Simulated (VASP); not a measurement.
# SnSe (I4mm) in VASP: a series of runs

SnSe is run at these levels: PBEsol; tasks: single point.

All numbers are computed with VASP 6.6.1; they aren't measurements. Logs are shortened: lines on timing, memory, paths and dates and some standing lists are left out, and cuts for length are marked.

## Step 1: The cell of the first run

It takes space group I4mm (No. 107, tetragonal). The conventional cell has a = 4.257 Å, b = 4.257 Å, c = 6.020 Å, α = 90.00°, β = 90.00°, γ = 90.00°. Within 3.6 Å of Sn (site symmetry 4mm) lie 6 Se at 2.71 to 3.31 Å. Within 3.6 Å of Se (site symmetry 4mm) lie 6 Sn at 2.71 to 3.31 Å.

## Step 2: Single point, PBEsol

INCAR reads:

```
PREC = Accurate ; ENCUT = 520
EDIFF = 1E-6 ; ISMEAR = 0
SIGMA = 0.05 ; LREAL = F
LASPH = T ; NELM = 60
ALGO = Normal ; ISIF = 2
LWAVE = F ; LCHARG = T
GGA = PS ; LELF = T
LVHAR = T ; NBANDS = 17
```

KPOINTS reads:

```
Automatic mesh
0
Gamma
  8 8 8
```

POSCAR reads:

```
SnSe
1.0
    0.0000000000      3.0100000000      3.0100000000
    3.0100000000      0.0000000000      3.0100000000
    3.0100000000      3.0100000000      0.0000000000
Sn Se
1 1
Direct
    0.0000000000      0.0000000000      0.0000000000
    0.5498338870      0.5498338870      0.4501661130
```

Potentials or basis: VASP PAW PBE potentials, release 64 (Sn_d, Se).

Launch:

```
> cat potpaw_PBE.64/Sn_d/POTCAR potpaw_PBE.64/Se/POTCAR > POTCAR
> mpirun -np 1 vasp_std > vasp.out
```

OUTCAR:

```text
PREC = Accurate
   ENCUT = 520
   EDIFF = 1E-6
   ISMEAR = 0
   LREAL = F
   LASPH = T
   NELM = 60
   ISIF = 2
   GGA = PS

 ion  position               nearest neighbor table
   1  0.000  0.000  0.000-   2 2.71   2 3.02   2 3.02   2 3.02   2 3.02
   2  0.550  0.550  0.450-   1 2.71   1 3.02   1 3.02   1 3.02   1 3.02

  LATTYP: Found a face centered cubic cell.
 ALAT       =     6.0200000000

  Lattice vectors:

 A1 = (   0.0000000000,   3.0100000000,   3.0100000000)
 A2 = (   3.0100000000,   0.0000000000,   3.0100000000)
 A3 = (   3.0100000000,   3.0100000000,   0.0000000000)

Analysis of symmetry for initial positions (statically):
=====================================================================
 Subroutine PRICEL returns:
 Original cell was already a primitive cell.

 Routine SETGRP: Setting up the symmetry group for a
 face centered cubic supercell.

 Subroutine GETGRP returns: Found  8 space group operations
 (whereof  8 operations were pure point group operations)
 out of a pool of 48 trial point group operations.

The static configuration has the point symmetry C_4v.

Analysis of symmetry for dynamics (positions and initial velocities):
=====================================================================
 Subroutine PRICEL returns:
 Original cell was already a primitive cell.

 Routine SETGRP: Setting up the symmetry group for a
 face centered cubic supercell.

 Subroutine GETGRP returns: Found  8 space group operations
 (whereof  8 operations were pure point group operations)
 out of a pool of 48 trial point group operations.

The dynamic configuration has the point symmetry C_4v.

 Subroutine INISYM returns: Found  8 space group operations
 (whereof  8 operations are pure point group operations),
 and found     1 'primitive' translations

----------------------------------------------------------------------------------------

                                     Primitive cell

  volume of cell :      54.5418

  direct lattice vectors                    reciprocal lattice vectors
     0.000000000  3.010000000  3.010000000    -0.166112957  0.166112957  0.166112957
     3.010000000  0.000000000  3.010000000     0.166112957 -0.166112957  0.166112957
     3.010000000  3.010000000  0.000000000     0.166112957  0.166112957 -0.166112957

  length of vectors
     4.256782823  4.256782823  4.256782823     0.287716081  0.287716081  0.287716081

  position of ions in fractional coordinates (direct lattice)
     0.000000000  0.000000000  0.000000000
[... 72 lines left out ...]
   ISPIN  =      1    spin polarized calculation?
   LNONCOLLINEAR =      F non collinear calculations
   LSORBIT =      F    spin-orbit coupling
   LASPH  =      T    aspherical Exc in radial PAW
   ENCUT  =  520.0 eV  38.22 Ry    6.18 a.u.   7.91  7.91  7.91*2*pi/ulx,y,z
   NELM   =     60;   NELMIN=  2; NELMDL= -5     # of ELM steps
   EDIFF  = 0.1E-05   stopping-criterion for ELM
   LREAL  =      F    real-space projection
   EDIFFG = 0.1E-04   stopping-criterion for IOM
   NSW    =      0    number of steps for IOM
   IBRION =     -1    ionic relax: 0-MD 1-quasi-New 2-CG
   NFREE  =      0    steps in history (QN), initial steepest desc. (CG)
   ISIF   =      2    stress and relaxation
   ISYM   =      2    0-nonsym 1-usesym 2-fastsym
   POTIM  = 0.5000    time-step for ionic-motion
   TEBEG  =    0.0;   TEEND  =   0.0 temperature during run
   PSTRESS=    0.0 pullay stress
   NELECT =      20.0000    total number of electrons
   NUPDOWN=      -1.0000    fix difference up-down
   EMIN   =  10.00;   EMAX   =-10.00  energy-range for DOS
   EFERMI =   0.00;   METHOD = LEGACY
   ISMEAR =     0;   SIGMA  =   0.05  broadening in eV -4-tet -1-fermi 0-gaus
   EFERMI_NEDOS =   21; number of points for ismear=-14 and -15
   IALGO  =     38    algorithm
   IMIX   =      4    mixing-type and parameters
     AMIX     =   0.40;   BMIX     =  1.00
     AMIX_MAG =   1.60;   BMIX_MAG =  1.00
  volume/ion in A,a.u.               =      27.27       184.03
  Fermi-wavevector in a.u.,A,eV,Ry     =   1.171768  2.214321 18.681350  1.373040
  Thomas-Fermi vector in A             =   2.308207
   LORBIT       =      0    0 simple, 1 ext, 2 COOP (PROOUT), +10 PAW based schemes
   GGA     = PS    functional components
   LHFCALC =     F    Hartree Fock is set to
   AEXX    =    0.0000 exact exchange contribution
   IVDW    =     0    specifies the selected vdW correction
   LEPSILON=     F    determine dielectric tensor
   LRPA    =     F    only Hartree local field effects (RPA)
 non-spin polarized calculation
 Gauss-broadening in eV      SIGMA  =   0.05
  energy-cutoff  :      520.00
  volume of cell :       54.54
 maximum number of plane-waves:      1480
   NGX = 15   NGY = 15   NGZ = 15

 number of electron      20.0000005 magnetization

 Free energy of the ion-electron system (eV)
  ---------------------------------------------------
  ext. energy  EPLUGINS =         0.00000000
  ---------------------------------------------------
  free energy    TOTEN  =        -8.94671882 eV

  energy without entropy =       -8.94671882  energy(sigma->0) =       -8.94671882

 E-fermi :   5.4776     XC(G=0):  -9.7578

 val. band max:        5.2328275160   @ k =  -0.2500   0.1250   0.0000
 cond. band min:       6.1168294870   @ k =  -0.3750   0.1250   0.0000
 fundamental gap:      0.8840019710
 Fermi energy:         5.4775682427

 k-point     1 :       0.0000    0.0000    0.0000
  band No.  band energies     occupation
      1     -15.9969      2.00000
      2     -15.9955      2.00000
      3     -15.9877      2.00000
      4     -15.9807      2.00000
      5     -15.9807      2.00000
      6      -8.5433      2.00000
[... 457 lines left out ...]
      4     -15.9683      2.00000
      5     -15.9657      2.00000
      6      -7.4595      2.00000
[... 9 lines left out ...]
     16      15.9981      0.00000
     17      16.7584      0.00000

 [... further k-points ...]
[... 5 lines left out ...]
  --------------------------------------------------------------------------------------
  -------------------------------------------------------------------------------------
  Total       -0.4945756     -0.4945756      0.5030628      0.0000000      0.0000000      0.0000000
  in kB      -14.5282667    -14.5282667     14.7775805      0.0000000      0.0000000      0.0000000
  external PRESSURE =      -4.7596510 kB  Pullay stress =       0.0000000 kB

 VOLUME and BASIS-vectors are now :
 -----------------------------------------------------------------------------
  energy-cutoff  :      520.00
  volume of cell :       54.54
      direct lattice vectors                 reciprocal lattice vectors
     0.000000000  3.010000000  3.010000000    -0.166112957  0.166112957  0.166112957
     3.010000000  0.000000000  3.010000000     0.166112957 -0.166112957  0.166112957
     3.010000000  3.010000000  0.000000000     0.166112957  0.166112957 -0.166112957

 POSITION                                       TOTAL-FORCE (eV/Angst)
 -----------------------------------------------------------------------------------
      0.00000      0.00000      0.00000         0.000000      0.000000      0.359253
      3.01000      3.01000      3.31000         0.000000      0.000000     -0.359253
 -----------------------------------------------------------------------------------
    total drift:                               -0.000000     -0.000000      0.000466

  FREE ENERGIE OF THE ION-ELECTRON SYSTEM (eV)
  ---------------------------------------------------
  free  energy   TOTEN  =        -8.9467188220 eV

  energy  without entropy=       -8.9467188220  energy(sigma->0) =       -8.94671882
```

OSZICAR:

```text
N       E                     dE             d eps       ncg     rms          rms(c)
DAV:   1     0.132152221429E+03    0.13215E+03   -0.98413E+03  2048   0.143E+03
DAV:   2     0.341630002591E+01   -0.12874E+03   -0.12443E+03  2191   0.349E+02
DAV:   3    -0.879646329480E+01   -0.12213E+02   -0.12131E+02  2448   0.938E+01
DAV:   4    -0.910001016434E+01   -0.30355E+00   -0.30331E+00  2455   0.157E+01
DAV:   5    -0.910867852179E+01   -0.86684E-02   -0.86678E-02  2863   0.258E+00    0.320E+00
DAV:   6    -0.895210083423E+01    0.15658E+00   -0.37313E-01  2991   0.403E+00    0.194E+00
DAV:   7    -0.894700091681E+01    0.50999E-02   -0.64531E-02  2414   0.129E+00    0.878E-01
DAV:   8    -0.894677559544E+01    0.22532E-03   -0.63156E-03  2558   0.657E-01    0.787E-02
DAV:   9    -0.894670217147E+01    0.73424E-04   -0.97888E-04  2818   0.242E-01    0.478E-02
DAV:  10    -0.894671700331E+01   -0.14832E-04   -0.11120E-04  2363   0.672E-02    0.959E-03
DAV:  11    -0.894671892701E+01   -0.19237E-05   -0.78280E-06  2743   0.227E-02    0.474E-03
DAV:  12    -0.894671882200E+01    0.10501E-06   -0.80507E-07  1436   0.709E-03
   1 F= -.89467188E+01 E0= -.89467188E+01  d E =-.207981E-13
```

Run time: 28 s. Hardware: 1 thread of Intel Xeon Platinum 8259CL at 2.50GHz (Skylake/Cascade Lake), shared host; peak memory 0.21 GiB.

What came out:

```
Free energy            : -8.9467 eV
Pressure               : -0.5 GPa
Largest force          : 0.359 eV/Å
Band gap on the k mesh : 0.88 eV, indirect (least direct gap 0.89 eV)
```

Forces on the atoms (eV/Å):
```
Sn   0.000  0.000  0.359
Se   0.000  0.000 -0.359
```

Caveat: the cell differs from its parent crystal (all Se atoms moved -0.300 Å, as atom 2 towards its neighbour atom 1 (Sn) at 3.010 Å); the PAW data sets were made with another functional, which shifts forces and pressure a little; spin-orbit coupling is left out, which moves the levels of the heavy elements. A k mesh can miss the band edges.

## Step 3: Single point, PBEsol

INCAR reads:

```
SYSTEM = SnSe
PREC     = Accurate       ! precision mode
ENCUT    = 520            ! plane-wave cutoff, eV
EDIFF    = 1E-7           ! SCF threshold, eV
ISMEAR   = 0              ! smearing method
SIGMA    = 0.05           ! smearing width, eV
LREAL    = .FALSE.        ! projectors in reciprocal space
LASPH    = .TRUE.         ! aspherical terms in the spheres
NELM     = 100            ! most SCF steps
ALGO     = Normal         ! electronic algorithm
ISIF     = 2              ! what is computed and relaxed
LWAVE    = .FALSE.        ! write WAVECAR
LCHARG   = .FALSE.        ! write CHGCAR
GGA      = PS             ! functional
NBANDS   = 17             ! bands
```

KPOINTS reads:

```
regular mesh
0
G
  8 8 8
  0 0 0
```

POSCAR: that of step 2 with these lines changed.

```diff
@@ -9,2 +9,2 @@
     0.0000000000      0.0000000000      0.0000000000
-    0.5498338870      0.5498338870      0.4501661130
+    0.4626245847      0.4626245847      0.5373754153
```

Potentials or basis: VASP PAW PBE potentials, release 64 (Sn_d, Se).

Launch:

```
> cat potpaw_PBE.64/Sn_d/POTCAR potpaw_PBE.64/Se/POTCAR > POTCAR
> mpirun -np 1 vasp_std > vasp.out
```

Wall time 28 s (1 thread of Intel Xeon Platinum 8259CL at 2.50GHz (Skylake/Cascade Lake), shared host); peak memory 0.2 GiB.

The run converged. Its results:

- Free energy: -8.9654 eV
- Pressure: -1.1 GPa
- Largest force: 0.155 eV/Å
- Band gap on the k mesh: 0.83 eV, indirect (least direct gap 0.86 eV)

Forces in eV/Å, atoms in the order of the input:
```
Sn   0.000  0.000 -0.155
Se   0.000  0.000  0.155
```

Stress tensor (GPa, compression positive):
```
-1.64  0.00  0.00
 0.00 -1.64  0.00
 0.00  0.00 -0.10
```

Levels at points of the mesh, in eV from the valence-band top:
| k point | band 7 | band 8 | band 9 | band 10 | band 11 | band 12 | band 13 | band 14 |
| --- | --- | --- | --- | --- | --- | --- | --- | --- |
| (0.00, 0.00, 0.00) | -4.88 | -2.13 | -1.97 | -1.97 | 4.11 | 4.11 | 4.58 | 6.01 |
| (0.50, 0.00, 0.00) | -7.88 | -1.96 | -1.79 | 0.00 | 0.86 | 1.44 | 1.68 | 8.19 |
| (0.50, 0.50, 0.00) | -6.43 | -4.74 | -3.48 | -3.48 | 3.11 | 5.53 | 5.53 | 6.22 |
| (0.00, 0.50, 0.50) | -5.88 | -5.32 | -3.44 | -3.42 | 2.76 | 5.68 | 5.82 | 6.10 |

Caveat: the cell differs from its parent crystal (all Se atoms moved +0.225 Å, as atom 2 towards its neighbour atom 1 (Sn) at 3.010 Å); the PAW data sets were made with another functional, which shifts forces and pressure a little; spin-orbit coupling is left out, which moves the levels of the heavy elements. A k mesh can miss the band edges.

## Step 4: Single point, PBEsol

INCAR reads:

```
SYSTEM = SnSe
ALGO = Normal ; EDIFF = 1E-6
ENCUT = 520 ; GGA = PS
ISIF = 2 ; ISMEAR = 0
LASPH = .True. ; LCHARG = .True.
LELF = .True. ; LREAL = .False.
LVHAR = .True. ; LWAVE = .False.
NBANDS = 17 ; NELM = 60
PREC = Accurate ; SIGMA = 0.05
```

KPOINTS reads:

```
k-points
0
Gamma
  8 8 8
  0 0 0
```

POSCAR: that of step 3 with these lines changed.

```diff
@@ -9,2 +9,2 @@
     0.0000000000      0.0000000000      0.0000000000
-    0.4626245847      0.4626245847      0.5373754153
+    0.5249169435      0.5249169435      0.4750830565
```

Potentials or basis: VASP PAW PBE potentials, release 64 (Sn_d, Se).

Launch:

```
> cat potpaw_PBE.64/Sn_d/POTCAR potpaw_PBE.64/Se/POTCAR > POTCAR
> mpirun -np 1 vasp_std > vasp.out
```

OUTCAR:

```text
SYSTEM = SnSe
   EDIFF = 1E-6
   ENCUT = 520
   GGA = PS
   ISIF = 2
   ISMEAR = 0
   LASPH = .True.
   LREAL = .False.
   NELM = 60
   PREC = Accurate

 ion  position               nearest neighbor table
   1  0.000  0.000  0.000-   2 2.86   2 3.01   2 3.01   2 3.01   2 3.01   2 3.16
   2  0.525  0.525  0.475-   1 2.86   1 3.01   1 3.01   1 3.01   1 3.01   1 3.16

  LATTYP: Found a face centered cubic cell.
 ALAT       =     6.0200000000

  Lattice vectors:

[... 668 lines left out ...]

  FORCE on cell =-STRESS in cart. coord.  units (eV):
  Direction    XX          YY          ZZ          XY          YZ          ZX
  --------------------------------------------------------------------------------------
  -------------------------------------------------------------------------------------
  Total       -0.6099156     -0.6099156     -0.3905130      0.0000000      0.0000000      0.0000000
  in kB      -17.9164038    -17.9164038    -11.4714058      0.0000000      0.0000000      0.0000000
  external PRESSURE =     -15.7680711 kB  Pullay stress =       0.0000000 kB

 VOLUME and BASIS-vectors are now :
 -----------------------------------------------------------------------------
  energy-cutoff  :      520.00
  volume of cell :       54.54
      direct lattice vectors                 reciprocal lattice vectors
     0.000000000  3.010000000  3.010000000    -0.166112957  0.166112957  0.166112957
     3.010000000  0.000000000  3.010000000     0.166112957 -0.166112957  0.166112957
     3.010000000  3.010000000  0.000000000     0.166112957  0.166112957 -0.166112957

 POSITION                                       TOTAL-FORCE (eV/Angst)
 -----------------------------------------------------------------------------------
      0.00000      0.00000      0.00000         0.000000      0.000000      0.045347
      3.01000      3.01000      3.16000         0.000000      0.000000     -0.045347
 -----------------------------------------------------------------------------------
    total drift:                                0.000000      0.000000      0.000444

  FREE ENERGIE OF THE ION-ELECTRON SYSTEM (eV)
  ---------------------------------------------------
  free  energy   TOTEN  =        -8.9723642579 eV

  energy  without entropy=       -8.9723642579  energy(sigma->0) =       -8.97236426
```

It took 28 s on 1 thread of Intel Xeon Platinum 8259CL at 2.50GHz (Skylake/Cascade Lake), shared host; peak memory 0.21 GiB.

What came out:

```
Free energy            : -8.9724 eV
Pressure               : -1.6 GPa
Largest force          : 0.045 eV/Å
Band gap on the k mesh : 0.74 eV, direct
```

Forces on the atoms (eV/Å):
```
Sn   0.000  0.000  0.045
Se   0.000  0.000 -0.045
```

Levels at points of the mesh, in eV from the valence-band top:
```
           k point  band 7  band 8  band 9  band 10  band 11  band 12  band 13  band 14
(0.00, 0.00, 0.00)   -4.96   -2.11   -2.04    -2.04     4.24     4.24     4.46     5.94
(0.50, 0.00, 0.00)   -7.94   -1.90   -1.82     0.00     0.74     1.36     1.47     8.20
(0.50, 0.50, 0.00)   -6.24   -5.04   -3.52    -3.52     3.05     5.46     5.46     6.11
(0.00, 0.50, 0.50)   -5.92   -5.37   -3.51    -3.50     2.89     5.53     5.60     6.05
```

Caveat: the cell differs from its parent crystal (all Se atoms moved -0.150 Å, as atom 2 towards its neighbour atom 1 (Sn) at 3.010 Å); the PAW data sets were made with another functional, which shifts forces and pressure a little; spin-orbit coupling is left out, which moves the levels of the heavy elements.
